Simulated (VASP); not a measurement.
Here is a VASP 6.6.1 calculation.

POSCAR

```
MoS
1.0
    0.0000000000      3.0683283835      3.0683283835
    3.0683283835      0.0000000000      3.0683283835
    3.0683283835      3.0683283835      0.0000000000
Mo S
1 1
Direct
    0.0000000000      0.0000000000      0.0000000000
    0.2500000000      0.2500000000      0.2500000000
```

The input INCAR.step1:

```
SYSTEM = MoS
  PREC = Accurate
  ENCUT = 520
  ISMEAR = 0
  SIGMA = 0.1
  LREAL = .False.
  LASPH = .True.
  NELM = 150
  ISPIN = 2
  MAGMOM = 2 0
  LMAXMIX = 4
  LDAU = .True.
  LDAUTYPE = 2
  LDAUL = 2 -1
  LDAUU = 4.38 0
  LDAUJ = 0 0
  NBANDS = 21
  GGA = PE
  ALGO = Normal
  EDIFF = 1E-4
  LWAVE = .True.
  LCHARG = .False.
```

INCAR.step2

```
SYSTEM = MoS
  PREC = Accurate
  ENCUT = 520
  EDIFF = 1E-6
  ISMEAR = 0
  SIGMA = 0.1
  LREAL = .False.
  LASPH = .True.
  NELM = 150
  ALGO = Normal
  ISIF = 2
  LWAVE = .False.
  LCHARG = .True.
  ISPIN = 2
  MAGMOM = 2 0
  LORBIT = 11
  LMAXMIX = 4
  LDAU = .True.
  LDAUTYPE = 2
  LDAUL = 2 -1
  LDAUU = 4.38 0
  LDAUJ = 0 0
  LDAUPRINT = 1
  METAGGA = R2SCAN
  LMIXTAU = .True.
  LELF = .True.
  LVHAR = .True.
  NBANDS = 21
  ISTART = 1
```

KPOINTS

```
regular mesh
0
Gamma
  12 12 12
  0 0 0
```

Potentials or basis: VASP PAW PBE potentials, release 64 (Mo_sv, S).

The run is started by

```sh
$ cat potpaw_PBE.64/Mo_sv/POTCAR potpaw_PBE.64/S/POTCAR > POTCAR
$ cp INCAR.step1 INCAR
$ mpirun -np 1 vasp_std > vasp.out
$ cp INCAR.step2 INCAR
$ mpirun -np 1 vasp_std > vasp.out
```

Predict the site moments.

Mo +3.66; S -0.23 μB.

What does it give for the net moment?

4.00 μB per cell.

Estimate the band gap on the k mesh.

zero (filled and empty bands overlap).

Eigenvalues of the final occupation matrices:
| site | spin | trace | eigenvalues |
| --- | --- | --- | --- |
| site 1 d | 1 | 3.75 | 0.69 0.69 0.69 0.84 0.84 |
| site 1 d | 2 | 0.16 | 0.01 0.01 0.05 0.05 0.05 |

Caveat: the cell stands under tension.
